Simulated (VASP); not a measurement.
# SnSe (I4/mmm) in VASP: relaxation of the atoms with PBE

Aim: the relaxation of the atoms of SnSe with PBE.

Program: VASP 6.6.1. These are calculated values, not measurements. Logs are shortened: lines on timing, memory, paths and dates and some standing lists are left out, and cuts for length are marked.

**1. The cell of the first run**

It takes space group I4/mmm (No. 139, tetragonal). Conventional cell: a = 4.257 Å, b = 4.257 Å, c = 6.140 Å, α = 90.00°, β = 90.00°, γ = 90.00°. Within 4.0 Å of Sn (site symmetry 4/mmm) lie 6 Se at 3.01 to 3.07 Å. Se (site symmetry 4/mmm) has 6 Sn at 3.01 to 3.07 Å within 4.0 Å.

**2. Relaxation of the atoms, PBE (z stretched by +2 %)**

The input, INCAR:

```
ALGO     = Normal         # electronic algorithm
EDIFF    = 1E-7           # SCF threshold, eV
EDIFFG   = -0.02          # ionic threshold
ENCUT    = 450            # plane-wave cutoff, eV
GGA      = PE             # functional
GGA_COMPAT= False        
IBRION   = 2              # ionic algorithm
ISIF     = 2              # what is computed and relaxed
ISMEAR   = -1             # smearing method
LASPH    = True           # aspherical terms in the spheres
LCHARG   = False          # write CHGCAR
LREAL    = False          # projectors in reciprocal space
LWAVE    = False          # write WAVECAR
NELM     = 120            # most SCF steps
NELMIN   = 4            
NSW      = 80             # ionic steps
PREC     = Accurate       # precision mode
SIGMA    = 0.02           # smearing width, eV
```

The input, KPOINTS:

```
k-points
0
Gamma
  13 13 13
```

The input, POSCAR:

```
SnSe
1.0
    0.0000000000      3.0100000000      3.0702000000
    3.0100000000      0.0000000000      3.0702000000
    3.0100000000      3.0100000000      0.0000000000
Sn Se
1 1
Direct
    0.0000000000      0.0000000000      0.0000000000
    0.5000000000      0.5000000000      0.5000000000
```

Potentials or basis: VASP PAW PBE potentials, release 64 (Sn_d, Se).

Started as:

```sh
> cat potpaw_PBE.64/Sn_d/POTCAR potpaw_PBE.64/Se/POTCAR > POTCAR
> mpirun -np 1 vasp_std > vasp.out
```

OUTCAR:

```text
EDIFF = 1E-7
   EDIFFG = -0.02
   ENCUT = 450
   GGA = PE
   IBRION = 2
   ISIF = 2
   ISMEAR = -1
   LASPH = True
   LREAL = False
   NELM = 120
   NELMIN = 4
   NSW = 80
   PREC = Accurate

 ion  position               nearest neighbor table
   1  0.000  0.000  0.000-   2 3.01   2 3.01   2 3.01   2 3.01   2 3.07   2 3.07
   2  0.500  0.500  0.500-   1 3.01   1 3.01   1 3.01   1 3.01   1 3.07   1 3.07

  LATTYP: Found a body centered tetragonal cell.
 ALAT       =     4.2567828227
 C/A-ratio  =     1.4424978336

  Lattice vectors:

 A1 = (  -3.0100000000,   0.0000000000,   3.0702000000)
 A2 = (   3.0100000000,   0.0000000000,   3.0702000000)
 A3 = (   0.0000000000,   3.0100000000,  -3.0702000000)

Analysis of symmetry for initial positions (statically):
=====================================================================
 Subroutine PRICEL returns:
 Original cell was already a primitive cell.

 Routine SETGRP: Setting up the symmetry group for a
 body centered tetragonal supercell.

 Subroutine GETGRP returns: Found 16 space group operations
 (whereof 16 operations were pure point group operations)
 out of a pool of 16 trial point group operations.

The static configuration has the point symmetry D_4h.

Analysis of symmetry for dynamics (positions and initial velocities):
=====================================================================
 Subroutine PRICEL returns:
 Original cell was already a primitive cell.

 Routine SETGRP: Setting up the symmetry group for a
 body centered tetragonal supercell.

 Subroutine GETGRP returns: Found 16 space group operations
 (whereof 16 operations were pure point group operations)
 out of a pool of 16 trial point group operations.

The dynamic configuration has the point symmetry D_4h.

 Subroutine INISYM returns: Found 16 space group operations
 (whereof 16 operations are pure point group operations),
 and found     1 'primitive' translations

----------------------------------------------------------------------------------------

                                     Primitive cell

  volume of cell :      55.6326

  direct lattice vectors                    reciprocal lattice vectors
     0.000000000  3.010000000  3.070200000    -0.166112957  0.166112957  0.162855840
     3.010000000  0.000000000  3.070200000     0.166112957 -0.166112957  0.162855840
     3.010000000  3.010000000  0.000000000     0.166112957  0.166112957 -0.162855840

  length of vectors
     4.299561378  4.299561378  4.256782823     0.285847955  0.285847955  0.285847955

  position of ions in fractional coordinates (direct lattice)
     0.000000000  0.000000000  0.000000000
     0.500000000  0.500000000  0.500000000

  ion indices of the primitive-cell ions
   primitive index   ion index
                 1           1
                 2           2

----------------------------------------------------------------------------------------

 KPOINTS: k-points

Automatic generation of k-mesh.
 Grid dimensions read from file:
 generate k-points for:   13   13   13

 Generating k-lattice:

  Cartesian coordinates                     Fractional coordinates (reciprocal lattice)
    -0.012777920  0.012777920  0.012527372     0.076923077  0.000000000  0.000000000
     0.012777920 -0.012777920  0.012527372     0.000000000  0.076923077  0.000000000
     0.012777920  0.012777920 -0.012527372    -0.000000000 -0.000000000  0.076923077

  Length of vectors
     0.021988304  0.021988304  0.021988304

  Shift w.r.t. Gamma in fractional coordinates (k-lattice)
     0.000000000  0.000000000  0.000000000

 Subroutine IBZKPT returns following result:
 ===========================================

 Found    196 irreducible k-points:

 Following reciprocal coordinates:
            Coordinates               Weight
  0.000000  0.000000  0.000000      1.000000
  0.076923 -0.000000  0.000000      8.000000
  0.153846 -0.000000  0.000000      8.000000
  0.230769  0.000000  0.000000      8.000000
  0.307692 -0.000000  0.000000      8.000000
  0.384615  0.000000  0.000000      8.000000
[... 16 lines left out ...]
  0.384615  0.153846  0.000000      8.000000
  0.461538  0.153846  0.000000      8.000000
 [... further k-points ...]
   k-points           NKPTS =    196   k-points in BZ     NKDIM =    196   number of bands    NBANDS=     14
   number of dos      NEDOS =    301   number of ions     NIONS =      2
   total plane-waves  NPLWV =  27000
   dimension x,y,z NGX =    30 NGY =   30 NGZ =   30
   dimension x,y,z NGXF=    60 NGYF=   60 NGZF=   60
   ions per type =               1   1
   NGX,Y,Z   is equivalent  to a cutoff of  11.60, 11.60, 11.72 a.u.
   NGXF,Y,Z  is equivalent  to a cutoff of  23.20, 23.20, 23.43 a.u.
 SYSTEM =  unknown system
   PREC   = accura    normal or accurate (medium, high low for compatibility)
   ISTART =      0    job   : 0-new  1-cont  2-samecut
   ICHARG =      2    charge: 1-file 2-atom 10-const
   ISPIN  =      1    spin polarized calculation?
   LNONCOLLINEAR =      F non collinear calculations
   LSORBIT =      F    spin-orbit coupling
   LASPH  =      T    aspherical Exc in radial PAW
   ENCUT  =  450.0 eV  33.07 Ry    5.75 a.u.   7.44  7.44  7.36*2*pi/ulx,y,z
   NELM   =    120;   NELMIN=  4; NELMDL= -5     # of ELM steps
   EDIFF  = 0.1E-06   stopping-criterion for ELM
   LREAL  =      F    real-space projection
   EDIFFG = -.2E-01   stopping-criterion for IOM
   NSW    =     80    number of steps for IOM
   IBRION =      2    ionic relax: 0-MD 1-quasi-New 2-CG
   NFREE  =      1    steps in history (QN), initial steepest desc. (CG)
   ISIF   =      2    stress and relaxation
   ISYM   =      2    0-nonsym 1-usesym 2-fastsym
   POTIM  = 0.5000    time-step for ionic-motion
   TEBEG  =    0.0;   TEEND  =   0.0 temperature during run
   PSTRESS=    0.0 pullay stress
   NELECT =      20.0000    total number of electrons
   NUPDOWN=      -1.0000    fix difference up-down
   EMIN   =  10.00;   EMAX   =-10.00  energy-range for DOS
   EFERMI =   0.00;   METHOD = LEGACY
   ISMEAR =    -1;   SIGMA  =   0.02  broadening in eV -4-tet -1-fermi 0-gaus
   EFERMI_NEDOS =   21; number of points for ismear=-14 and -15
   IALGO  =     38    algorithm
   IMIX   =      4    mixing-type and parameters
     AMIX     =   0.40;   BMIX     =  1.00
     AMIX_MAG =   1.60;   BMIX_MAG =  1.00
  volume/ion in A,a.u.               =      27.82       187.71
  Fermi-wavevector in a.u.,A,eV,Ry     =   1.164059  2.199752 18.436344  1.355033
  Thomas-Fermi vector in A             =   2.300601
   LORBIT       =      0    0 simple, 1 ext, 2 COOP (PROOUT), +10 PAW based schemes
   GGA     = PE    functional components
   LHFCALC =     F    Hartree Fock is set to
   AEXX    =    0.0000 exact exchange contribution
   IVDW    =     0    specifies the selected vdW correction
   LEPSILON=     F    determine dielectric tensor
   LRPA    =     F    only Hartree local field effects (RPA)
 conjugate gradient relaxation of ions
 non-spin polarized calculation
  energy-cutoff  :      450.00
  volume of cell :       55.63
 maximum number of plane-waves:      1243
 NGX is ok and might be reduce to    30
   NGX = 15   NGY = 15   NGZ = 15

 number of electron      19.9999990 magnetization

 Free energy of the ion-electron system (eV)
  ---------------------------------------------------
  ext. energy  EPLUGINS =         0.00000000
  ---------------------------------------------------
  free energy    TOTEN  =        -8.21016585 eV

  energy without entropy =       -8.21016552  energy(sigma->0) =       -8.21016568

 E-fermi :   5.5612     XC(G=0):  -9.5059

 val. band max:        5.3744893397   @ k =  -0.3846   0.0769   0.0000
 cond. band min:       5.7734119419   @ k =  -0.3846   0.0000   0.0769
 fundamental gap:      0.3989226021
 Fermi energy:         5.5611833355

 k-point     1 :       0.0000    0.0000    0.0000
  band No.  band energies     occupation
      1     -16.2416      2.00000
      2     -16.2416      2.00000
      3     -16.2416      2.00000
      4     -16.2346      2.00000
      5     -16.2310      2.00000
      6      -8.3584      2.00000
      7       0.2475      2.00000
      8       3.1808      2.00000
      9       3.1808      2.00000
     10       3.3646      2.00000
     11       9.3174      0.00000
     12       9.7687      0.00000
     13       9.7687      0.00000
     14      11.1680      0.00000

 k-point     2 :       0.0769   -0.0000    0.0000
  band No.  band energies     occupation
      1     -16.2419      2.00000
      2     -16.2413      2.00000
      3     -16.2412      2.00000
      4     -16.2342      2.00000
      5     -16.2312      2.00000
      6      -8.3181      2.00000
      7       0.0217      2.00000
      8       3.1918      2.00000
      9       3.2707      2.00000
     10       3.4598      2.00000
     11       9.0015      0.00000
     12       9.4037      0.00000
     13       9.4493      0.00000
     14      11.2340      0.00000

 k-point     3 :       0.1538   -0.0000    0.0000
  band No.  band energies     occupation
      1     -16.2428      2.00000
      2     -16.2405      2.00000
      3     -16.2402      2.00000
      4     -16.2328      2.00000
      5     -16.2317      2.00000
      6      -8.2013      2.00000
      7      -0.5149      2.00000
      8       3.2258      2.00000
      9       3.3154      2.00000
     10       3.8348      2.00000
     11       8.3203      0.00000
     12       8.6845      0.00000
     13       8.7768      0.00000
     14      11.2542      0.00000
[... 324 lines left out ...]
 k-point    23 :       0.3846    0.1538    0.0000
  band No.  band energies     occupation
      1     -16.2504      2.00000
      2     -16.2368      2.00000
      3     -16.2361      2.00000
      4     -16.2313      2.00000
      5     -16.2273      2.00000
      6      -7.6519      2.00000
      7      -1.7781      2.00000
      8       2.6538      2.00000
      9       2.7486      2.00000
     10       4.0552      2.00000
     11       6.9375      0.00000
     12       8.3857      0.00000
     13       8.5422      0.00000
     14      10.9364      0.00000

 k-point    24 :       0.4615    0.1538    0.0000
  band No.  band energies     occupation
      1     -16.2507      2.00000
      2     -16.2377      2.00000
      3     -16.2359      2.00000
      4     -16.2289      2.00000
      5     -16.2270      2.00000
      6      -7.4839      2.00000
      7      -2.1647      2.00000
      8       2.4421      2.00000
      9       2.8810      2.00000
     10       4.1516      2.00000
     11       6.8916      0.00000
     12       7.8321      0.00000
     13       8.3875      0.00000
     14      11.7084      0.00000

 [... further k-points ...]

------------------------ aborting loop because EDIFF is reached ----------------------------------------

  FORCE on cell =-STRESS in cart. coord.  units (eV):
  Direction    XX          YY          ZZ          XY          YZ          ZX
  --------------------------------------------------------------------------------------
  -------------------------------------------------------------------------------------
  Total        0.2976533      0.2976533     -0.4459804      0.0000000      0.0000000      0.0000000
  in kB        8.5721879      8.5721879    -12.8438950      0.0000000      0.0000000      0.0000000
  external PRESSURE =       1.4334936 kB  Pullay stress =       0.0000000 kB

 VOLUME and BASIS-vectors are now :
 -----------------------------------------------------------------------------
  energy-cutoff  :      450.00
  volume of cell :       55.63
      direct lattice vectors                 reciprocal lattice vectors
     0.000000000  3.010000000  3.070200000    -0.166112957  0.166112957  0.162855840
     3.010000000  0.000000000  3.070200000     0.166112957 -0.166112957  0.162855840
     3.010000000  3.010000000  0.000000000     0.166112957  0.166112957 -0.162855840

 POSITION                                       TOTAL-FORCE (eV/Angst)
 -----------------------------------------------------------------------------------
      0.00000      0.00000      0.00000         0.000000     -0.000000      0.000000
      3.01000      3.01000      3.07020        -0.000000      0.000000     -0.000000
 -----------------------------------------------------------------------------------
    total drift:                               -0.000000      0.000000      0.000000

  FREE ENERGIE OF THE ION-ELECTRON SYSTEM (eV)
  ---------------------------------------------------
  free  energy   TOTEN  =        -8.2101658475 eV

  energy  without entropy=       -8.2101655205  energy(sigma->0) =       -8.21016568

 reached required accuracy - stopping structural energy minimisation
```

Run time: 2.7 min. Hardware: 1 thread of Intel Xeon Platinum 8488C (Sapphire Rapids), shared host; peak memory 0.27 GiB.

What came out:

* Free energy: -8.2102 eV
* Pressure after relaxing: 0.1 GPa
* Band gap on the k mesh: 0.40 eV (least direct gap 0.46 eV)

Final structure:
```
CELL_PARAMETERS angstrom
0.00000 3.01000 3.07020
3.01000 0.00000 3.07020
3.01000 3.01000 0.00000
ATOMIC_POSITIONS crystal
Sn 0.00000 0.00000 0.00000
Se 0.50000 0.50000 0.50000
```

Caveat: the cell differs from its parent crystal (z stretched by +2 %); semilocal functionals underestimate gaps, and a narrow one can read as zero; spin-orbit coupling is left out, which moves the levels of the heavy elements.
